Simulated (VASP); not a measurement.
Set up this calculation in VASP 6.6.1, as the native input.

```yaml
Task: single point
Functional: r2SCAN
Dispersion: D3(BJ)
Potentials_or_basis: VASP PAW PBE potentials, release 64 (Ga_d, N)
Cutoff: 520 eV
k_mesh: 10 × 10 × 10
Occupations: fermi-dirac, width 0.05 eV
Spin: no spin polarisation
Dipole_correction: no
Further_INCAR_settings: ALGO = Normal; EDIFF = 1e-06; NBANDS = 16
```

The system is GaN.

```
Ga N
1.0
     0.00000    2.25350    2.25350
     2.25350    0.00000    2.25350
     2.25350    2.25350    0.00000
Ga N
1 1
Direct
  0.00000 0.00000 0.00000
  0.25000 0.25000 0.25000
```

These files were run (other wordings do the same):

POSCAR

```
GaN
1.0
    0.0000000000      2.2535006075      2.2535006075
    2.2535006075      0.0000000000      2.2535006075
    2.2535006075      2.2535006075      0.0000000000
Ga N
1 1
Direct
    0.0000000000      0.0000000000      0.0000000000
    0.2500000000      0.2500000000      0.2500000000
```

INCAR.step1

```
ALGO = Normal
EDIFF = 1E-4
ENCUT = 520
GGA = PE
ISMEAR = -1
LASPH = True
LCHARG = False
LREAL = False
LWAVE = True
NBANDS = 16
NELM = 60
PREC = Accurate
SIGMA = 0.05
```

INCAR.step2

```
ALGO = Normal
EDIFF = 1E-6
ENCUT = 520
ISIF = 2
ISMEAR = -1
ISTART = 1
IVDW = 12
LASPH = True
LCHARG = True
LELF = True
LMIXTAU = True
LREAL = False
LVHAR = True
LWAVE = False
METAGGA = R2SCAN
NBANDS = 16
NELM = 60
PREC = Accurate
SIGMA = 0.05
VDW_A1 = 0.49484001
VDW_A2 = 5.73083694
VDW_S6 = 1.0
VDW_S8 = 0.78981345
```

KPOINTS

```
k-points
0
Gamma
  10 10 10
```

Potentials or basis: VASP PAW PBE potentials, release 64 (Ga_d, N).

The run is started by

```sh
$ cat potpaw_PBE.64/Ga_d/POTCAR potpaw_PBE.64/N/POTCAR > POTCAR
$ cp INCAR.step1 INCAR
$ mpirun -np 1 vasp_std > vasp.out
$ cp INCAR.step2 INCAR
$ mpirun -np 1 vasp_std > vasp.out
```

Results of the run:

```json
{"Pressure": "-1.8 GPa", "Band gap on the k mesh": "2.12 eV, direct", "Dispersion energy per atom": "-0.120 eV"}
```

Caveat: the PAW data sets were made with another functional, which shifts forces and pressure a little.

Wall time 38 s on 1 thread of Intel Xeon 6975P-C, with other jobs on the host, peak memory 0.17 GiB.
